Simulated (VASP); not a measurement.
# Ni: relaxation of cell and atoms with r2SCAN+rVV10

Crystal: Ni.

```
Ni
1.0
     0.00000    1.76194    1.76194
     1.76194    0.00000    1.76194
     1.76194    1.76194    0.00000
Ni
1
Direct
  0.00000 0.00000 0.00000
```

| Property | Result |
| --- | --- |
| Program | VASP 6.6.1 |
| Task | relaxation of cell and atoms |
| Functional | r2SCAN |
| Dispersion | rVV10 |
| Potentials or basis | VASP PAW PBE potentials, release 64 (Ni) |
| Cutoff | 600 eV |
| k mesh | 15 × 15 × 15 |
| Occupations | fermi-dirac, width 0.05 eV |
| Spin | collinear spin, ferromagnetic start |
| Starting moments | [1.5] μB |
| Dipole correction | no |
| Further INCAR settings | ALGO = Normal; EDIFF = 1e-06; IBRION = 2; EDIFFG = -0.01; NSW = 80; ISIF = 3 |

The relaxed volume is 10.41 Å³/atom and the relaxed cell is a = 2.451 Å, b = 2.451 Å, c = 2.451 Å, α = 60.00°, β = 60.00°, γ = 60.00°. The space group after relaxing (to 0.1 Å) is Fm-3m (No. 225) and the energy gained by relaxing is 16.8 meV/atom. The ionic steps are 4 and the pressure after relaxing is 0.0 GPa. The net moment is 0.69 μB per cell, the site moments are Ni +0.71 μB and the valence electrons inside the program's atomic spheres are Ni 9.43.

Step by step:
```tsv
step	energy change (eV)	largest force (eV/Å)	pressure (GPa)	volume (Å³)
1	0.0000	0.0000	-9.55	10.94
2	0.0002	0.0000	11.68	9.94
3	-0.0168	0.0000	-0.21	10.42
4	-0.0168	0.0000	0.03	10.41
```

Final structure:
```yaml
crystal:
  lattice:
    - [0.00000, 1.73303, 1.73303]
    - [1.73303, 0.00000, 1.73303]
    - [1.73303, 1.73303, 0.00000]
  atoms:
    - { symbol: Ni, position: [0.00000, 0.00000, 0.00000] }
```

Levels at points of the mesh, in eV from the Fermi level:
Spin up:
| k point | band 2 | band 3 | band 4 | band 5 | band 6 | band 7 | band 8 | band 9 |
| --- | --- | --- | --- | --- | --- | --- | --- | --- |
| (0.00, 0.00, 0.00) | -3.02 | -3.02 | -3.02 | -1.66 | -1.66 | 24.92 | 29.43 | 29.43 |
Spin down:
```csv
k point,band 3,band 4,band 5,band 6,band 7,band 8
"(0.00, 0.00, 0.00)",-1.74,-1.74,-0.94,-0.94,24.68,29.53
```

Run time: 5.8 min on 1 thread of Intel(R) Xeon(R) Platinum 8259CL CPU @ 2.50GHz (Skylake/Cascade Lake), with other jobs on the host, peak memory 0.21 GiB.

Caveat: the PAW data sets were made with another functional, which shifts forces and pressure a little.
